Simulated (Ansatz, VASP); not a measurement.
# One calculation of BeH, two programs

INCAR

```
  PREC = Accurate
  ENCUT = 600
  EDIFF = 1E-6
  ISMEAR = 0
  SIGMA = 0.1
  LREAL = F
  LASPH = T
  NELM = 60
  ALGO = Normal
  ISIF = 3
  LWAVE = F
  LCHARG = F
  GGA = PE
  IBRION = 2
  NSW = 90
  EDIFFG = -0.0325
```

The input KPOINTS:

```
Automatic mesh
0
Gamma
  12 12 6
```

Contents of POSCAR:

```
BeH
1.0
    2.2601756489      0.0000000000      0.0000000000
   -1.1300878244      1.9573695290      0.0000000000
    0.0000000000      0.0000000000      3.5731252969
Be H
2 2
Direct
    0.3333333333      0.6666666667      0.2500000000
    0.6666666667      0.3333333333      0.7500000000
    0.6666666667      0.3333333333      0.2500000000
    0.3333333333      0.6666666667      0.7500000000
```

Input for Ansatz:

```yaml
crystal:
  lattice:
    - [2.2601756489, 0.0, 0.0]
    - [-1.1300878244, 1.957369529, 0.0]
    - [0.0, 0.0, 3.5731252969]
  atoms:
    - { symbol: Be, position: [0.3333333333, 0.6666666667, 0.25] }
    - { symbol: Be, position: [0.6666666667, 0.3333333333, 0.75] }
    - { symbol: H, position: [0.6666666667, 0.3333333333, 0.25] }
    - { symbol: H, position: [0.3333333333, 0.6666666667, 0.75] }
basis:
  ecutwfc: 420
kpoints:
  mp_grid: { grid: [12, 12, 6] }
hamiltonian:
  xc: pbe
scf:
  occupations: { method: gaussian, width: 0.1 }
output:
  forces: true
  stress: true
  eigenvalues: true
relax:
  adjacent_minimum: "off"
  f_tol: 0.0325
  max_steps: 70
  cell: { stress_tol: 0.24 }
```

Alike in both runs: task relaxation of cell and atoms; functional PBE; k mesh 12 × 12 × 6; occupations gaussian, width 0.1 eV; no spin polarisation.

|  | VASP | Ansatz |
| --- | --- | --- |
| version | VASP 6.6.1 | Ansatz 0.2.0 |
| potentials or method | VASP PAW PBE potentials, release 64 (Be, H), cutoff 600 eV | scalar-relativistic, plane waves, PAW |
| valence electrons in the cell | 6 | 6 |

VASP gave:

- gap on the k mesh at the Fermi level, each at its own relaxed structure (eV): none
- relaxed volume (Å³/atom): 6.15
- relaxed length of the cell vector where the two differ most in proportion (Å): 2.729

Question: Estimate Ansatz's values.

Answer: gap on the k mesh at the Fermi level, each at its own relaxed structure (eV): none; relaxed volume (Å³/atom): 6.17; relaxed length of the cell vector where the two differ most in proportion (Å): 2.733.

A gap of «none» marks a metal or a gap that the smearing closes.

Noted on VASP's run: the volume moved by over 15 % at a fixed basis, so the end points are rough.
